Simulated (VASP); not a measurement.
# C (Fm-3m) in VASP: notebook, part 2 of 2

VASP 6.6.1. The steps go on from the part before.

### 3 Single point, revPBE (volume scaled by 0.88)

The input, INCAR:

```
SYSTEM = C
ALGO = Normal
EDIFF = 1E-7
ENCUT = 520
GGA = RE
ISIF = 2
ISMEAR = -1
LASPH = .TRUE.
LCHARG = .TRUE.
LELF = .TRUE.
LREAL = .FALSE.
LVHAR = .TRUE.
LWAVE = .FALSE.
NBANDS = 8
NELM = 80
PREC = Accurate
SIGMA = 0.1
```

The input, KPOINTS:

```
k-points
0
G
  20 20 20
  0 0 0
```

The input, POSCAR:

```
C
1.0
    0.0000000000      1.4848997422      1.4848997422
    1.4848997422      0.0000000000      1.4848997422
    1.4848997422      1.4848997422      0.0000000000
C
1
Direct
    0.0000000000      0.0000000000      0.0000000000
```

Potentials or basis: VASP PAW PBE potentials, release 64 (C).

Started as:

```
cat potpaw_PBE.64/C/POTCAR > POTCAR
mpirun -np 1 vasp_std > vasp.out
```

Run time: 4 s. Hardware: 1 thread of Intel Xeon 6975P-C, shared host; peak memory 0.11 GiB.

The run converged. Its results:

| Item | Value |
| --- | --- |
| Free energy | -4.2722 eV |
| Pressure | 23.5 GPa |
| Band gap on the k mesh | zero (band 2 reaches 18.16 eV, above the bottom of band 3 at 5.25 eV) |

Levels at points of the mesh, in eV from the Fermi level:
```
           k point  band 1  band 2  band 3  band 4  band 5  band 6  band 7
(0.00, 0.00, 0.00)  -20.32    8.94    8.94    8.94   31.42   31.42   31.42
(0.50, 0.00, 0.00)   -9.86   -9.77    6.98    6.98   26.62   28.65   28.65
(0.50, 0.50, 0.00)   -7.67   -5.43    2.40    2.40   15.52   16.63   40.55
```

Caveat: the PAW data sets were made with another functional, which shifts forces and pressure a little.

### 4 Single point, revPBE (volume scaled by 0.92)

The input, INCAR:

```
SYSTEM = C
PREC     = Accurate       ! precision mode
ENCUT    = 520            ! plane-wave cutoff, eV
EDIFF    = 1E-6           ! SCF threshold, eV
ISMEAR   = -1             ! smearing method
SIGMA    = 0.1            ! smearing width, eV
LREAL    = .FALSE.        ! projectors in reciprocal space
LASPH    = .TRUE.         ! aspherical terms in the spheres
NELM     = 80             ! most SCF steps
ALGO     = Normal         ! electronic algorithm
ISIF     = 2              ! what is computed and relaxed
LWAVE    = .FALSE.        ! write WAVECAR
LCHARG   = .TRUE.         ! write CHGCAR
GGA      = RE             ! functional
LELF     = .TRUE.         ! ELF
LVHAR    = .TRUE.       
NBANDS   = 8              ! bands
```

The input, KPOINTS:

```
Automatic mesh
0
G
  20 20 20
  0 0 0
```

The input, POSCAR:

```
C
1.0
    0.0000000000      1.5070656928      1.5070656928
    1.5070656928      0.0000000000      1.5070656928
    1.5070656928      1.5070656928      0.0000000000
C
1
Direct
    0.0000000000      0.0000000000      0.0000000000
```

Potentials or basis: VASP PAW PBE potentials, release 64 (C).

Started as:

```
cat potpaw_PBE.64/C/POTCAR > POTCAR
mpirun -np 1 vasp_std > vasp.out
```

OUTCAR:

```text
SYSTEM = C
   PREC = Accurate
   ENCUT = 520
   EDIFF = 1E-6
   ISMEAR = -1
   LREAL = .FALSE.
   LASPH = .TRUE.
   NELM = 80
   ISIF = 2
   GGA = RE

 ion  position               nearest neighbor table
   1  0.000  0.000  0.000-

  LATTYP: Found a face centered cubic cell.
 ALAT       =     3.0141313856

  Lattice vectors:

 A1 = (   0.0000000000,   1.5070656928,   1.5070656928)
 A2 = (   1.5070656928,   0.0000000000,   1.5070656928)
 A3 = (   1.5070656928,   1.5070656928,   0.0000000000)

Analysis of symmetry for initial positions (statically):
=====================================================================
 Subroutine PRICEL returns:
 Original cell was already a primitive cell.

 Routine SETGRP: Setting up the symmetry group for a
 face centered cubic supercell.

 Subroutine GETGRP returns: Found 48 space group operations
 (whereof 48 operations were pure point group operations)
 out of a pool of 48 trial point group operations.

The static configuration has the point symmetry O_h .

Analysis of symmetry for dynamics (positions and initial velocities):
[... 157 lines left out ...]

 val. band max:        8.5362209841   @ k =  -0.2500   0.1500   0.0000
 cond. band min:       8.5727929629   @ k =  -0.3000   0.3000   0.1000
 fundamental gap:      0.0365719788
 Fermi energy:         8.5581702038

 k-point     1 :       0.0000    0.0000    0.0000
  band No.  band energies     occupation
      1     -11.1034      2.00000
      2      17.1441      0.00000
      3      17.1441      0.00000
      4      17.1441      0.00000
      5      39.3955      0.00000
      6      39.3955      0.00000
      7      39.3955      0.00000
      8      41.5117      0.00000
[... 243 lines left out ...]
 k-point    24 :      -0.3500    0.0500    0.0000
  band No.  band energies     occupation
      1      -5.4659      2.00000
      2       4.9026      2.00000
      3      14.9475      0.00000
      4      15.7083      0.00000
      5      34.2857      0.00000
      6      35.9740      0.00000
      7      37.6776      0.00000
      8      40.6222      0.00000

 [... further k-points ...]

------------------------ aborting loop because EDIFF is reached ----------------------------------------

  FORCE on cell =-STRESS in cart. coord.  units (eV):
  Direction    XX          YY          ZZ          XY          YZ          ZX
  --------------------------------------------------------------------------------------
  -------------------------------------------------------------------------------------
  Total        0.6056760      0.6056760      0.6056760      0.0000000      0.0000000     -0.0000000
  in kB      141.7504399    141.7504399    141.7504399      0.0000000      0.0000000     -0.0000000
  external PRESSURE =     141.7504399 kB  Pullay stress =       0.0000000 kB

 VOLUME and BASIS-vectors are now :
 -----------------------------------------------------------------------------
  energy-cutoff  :      520.00
  volume of cell :        6.85
      direct lattice vectors                 reciprocal lattice vectors
     0.000000000  1.507065693  1.507065693    -0.331770541  0.331770541  0.331770541
     1.507065693  0.000000000  1.507065693     0.331770541 -0.331770541  0.331770541
     1.507065693  1.507065693  0.000000000     0.331770541  0.331770541 -0.331770541

 POSITION                                       TOTAL-FORCE (eV/Angst)
 -----------------------------------------------------------------------------------
      0.00000      0.00000      0.00000        -0.000000      0.000000     -0.000000
 -----------------------------------------------------------------------------------
    total drift:                                0.000000      0.000000     -0.000000

  FREE ENERGIE OF THE ION-ELECTRON SYSTEM (eV)
  ---------------------------------------------------
  free  energy   TOTEN  =        -4.3072944218 eV

  energy  without entropy=       -4.2948398744  energy(sigma->0) =       -4.30106715
```

stdout:

```text
POSCAR found type information on POSCAR C
 POSCAR found :  1 types and       1 ions
 scaLAPACK will be used
 -----------------------------------------------------------------------------
|                                                                             |
|                                                                             |
|     You enforced a specific xc type in the INCAR file but a different       |
|     I HOPE YOU KNOW WHAT YOU ARE DOING!                                     |
|                                                                             |
 -----------------------------------------------------------------------------

 LDA part: xc-table for (Slater+PW92), standard interpolation
 POSCAR, INCAR and KPOINTS ok, starting setup
 FFT: planning ... GRIDC
 FFT: planning ... GRID_SOFT
 FFT: planning ... GRID
 WAVECAR not read
 entering main loop
```

Run time: 3.6 s. Hardware: 1 thread of Intel Xeon 6975P-C, shared host; peak memory 0.11 GiB.

Results:

```
Free energy            : -4.3073 eV
Pressure               : 14.2 GPa
Band gap on the k mesh : zero (band 2 reaches 17.14 eV, above the bottom of band 3 at 4.74 eV)
```

Caveat: the PAW data sets were made with another functional, which shifts forces and pressure a little.

### 5 Single point, revPBE (volume scaled by 0.96)

The input, INCAR:

```
PREC = Accurate
ENCUT = 520
EDIFF = 1E-6
ISMEAR = -1
SIGMA = 0.1
LREAL = F
LASPH = T
NELM = 80
ALGO = Normal
ISIF = 2
LWAVE = F
LCHARG = F
GGA = RE
NBANDS = 8
```

The input, KPOINTS:

```
regular mesh
0
Gamma
  20 20 20
```

The input, POSCAR:

```
C
1.0
    0.0000000000      1.5285981119      1.5285981119
    1.5285981119      0.0000000000      1.5285981119
    1.5285981119      1.5285981119      0.0000000000
C
1
Direct
    0.0000000000      0.0000000000      0.0000000000
```

Started as:

```
cat potpaw_PBE.64/C/POTCAR > POTCAR
mpirun -np 1 vasp_std > vasp.out
```

Wall time 3.5 s (1 thread of Intel Xeon 6975P-C, shared host); peak memory 0.11 GiB.

It converged, with:

| Item | Value |
| --- | --- |
| Free energy | -4.3265 eV |
| Pressure | 6.4 GPa |
| Band gap on the k mesh | zero (band 2 reaches 16.20 eV, above the bottom of band 3 at 4.38 eV) |

Levels at points of the mesh, in eV from the Fermi level:
| k point | band 1 | band 2 | band 3 | band 4 | band 5 |
| --- | --- | --- | --- | --- | --- |
| (0.00, 0.00, 0.00) | -19.07 | 8.24 | 8.24 | 8.24 | 30.28 |
| (0.50, 0.00, 0.00) | -9.53 | -8.83 | 6.48 | 6.48 | 25.02 |
| (0.50, 0.50, 0.00) | -6.90 | -5.52 | 2.34 | 2.34 | 14.91 |

Caveat: the PAW data sets were made with another functional, which shifts forces and pressure a little.

### 6 Single point, revPBE

The input, INCAR:

```
SYSTEM = C
PREC = Accurate
ENCUT = 520
EDIFF = 1E-6
ISMEAR = -1
SIGMA = 0.1
LREAL = .FALSE.
LASPH = .TRUE.
NELM = 60
ALGO = Normal
ISIF = 2
LWAVE = .FALSE.
LCHARG = .FALSE.
GGA = RE
NBANDS = 8
```

The input, KPOINTS:

```
Automatic mesh
0
G
  20 20 20
  0 0 0
```

The input, POSCAR:

```
C
1.0
    0.0000000000      1.5495404144      1.5495404144
    1.5495404144      0.0000000000      1.5495404144
    1.5495404144      1.5495404144      0.0000000000
C
1
Direct
    0.0000000000      0.0000000000      0.0000000000
```

Potentials or basis: VASP PAW PBE potentials, release 64 (C).

Started as:

```
cat potpaw_PBE.64/C/POTCAR > POTCAR
mpirun -np 1 vasp_std > vasp.out
```

It took 3.4 s on 1 thread of Intel Xeon 6975P-C, shared host; peak memory 0.11 GiB.

It converged, with:

| Item | Value |
| --- | --- |
| Free energy | -4.3324 eV |
| Pressure | -0.1 GPa |
| Band gap on the k mesh | zero (band 2 reaches 15.32 eV, above the bottom of band 3 at 4.04 eV) |

Levels at points of the mesh, in eV from the Fermi level:
| k point | band 1 | band 2 | band 3 | band 4 | band 5 |
| --- | --- | --- | --- | --- | --- |
| (0.00, 0.00, 0.00) | -18.53 | 7.92 | 7.92 | 7.92 | 29.74 |
| (0.50, 0.00, 0.00) | -9.40 | -8.42 | 6.23 | 6.23 | 24.30 |
| (0.50, 0.50, 0.00) | -6.58 | -5.59 | 2.29 | 2.29 | 14.63 |

Caveat: the PAW data sets were made with another functional, which shifts forces and pressure a little.

### 7 Summary

| cell | k mesh | gap on the mesh (eV) | pressure (GPa) |
| --- | --- | --- | --- |
| a = 2.191 Å, angles 60.0°, 1 atom | 18 × 18 × 18 | none | 0.0 |
| a = 2.100 Å, angles 60.0°, 1 atom | 20 × 20 × 20 | none | 23.5 |
| a = 2.131 Å, angles 60.0°, 1 atom | 20 × 20 × 20 | none | 14.2 |
| a = 2.162 Å, angles 60.0°, 1 atom | 20 × 20 × 20 | none | 6.4 |
| a = 2.191 Å, angles 60.0°, 1 atom | 20 × 20 × 20 | none | -0.1 |

Alike in all rows: task single point; level revPBE; potentials or basis VASP PAW PBE potentials, release 64 (C); no spin polarisation; cutoff (eV) 520; smearing fermi-dirac 0.1 eV.

Caveats: the PAW data sets were made with another functional, which shifts forces and pressure a little.

Absolute energies hang on the potentials; compare differences alone.
